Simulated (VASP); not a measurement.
Runs of VASP 6.6.1 on Se. The structure is that of space group Fd-3m (No. 227), or close to it. The cells are those of the table. 

```tsv
cell	gap on the mesh (eV)	pressure (GPa)
a = 4.299 Å, angles 60.0°, 2 atoms	none	(a)
a = 4.420 Å, angles 60.0°, 2 atoms	none	-0.6
a = 4.459 Å, angles 60.0°, 2 atoms	none	-1.6
a = 4.497 Å, angles 60.0°, 2 atoms	none	-2.5
a = 4.340 Å, angles 60.0°, 2 atoms	none	2.0
a = 4.535 Å, angles 60.0°, 2 atoms	none	(b)
a = 4.381 Å, angles 60.0°, 2 atoms	none	0.6
```

Alike in all rows: task single point; level PBEsol; potentials or basis VASP PAW PBE potentials, release 64 (Se); no spin polarisation; k mesh 5 × 5 × 5; cutoff (eV) 520; smearing fermi-dirac 0.1 eV.

Problem. Estimate the missing entries.

Solution. (a) 3.6; (b) -3.3.

Caveats: the PAW data sets were made with another functional, which shifts forces and pressure a little.

A k mesh can miss the band edges, and the runs leave out spin-orbit coupling on Se.

A gap of «none» marks levels without a gap at the run's occupations.
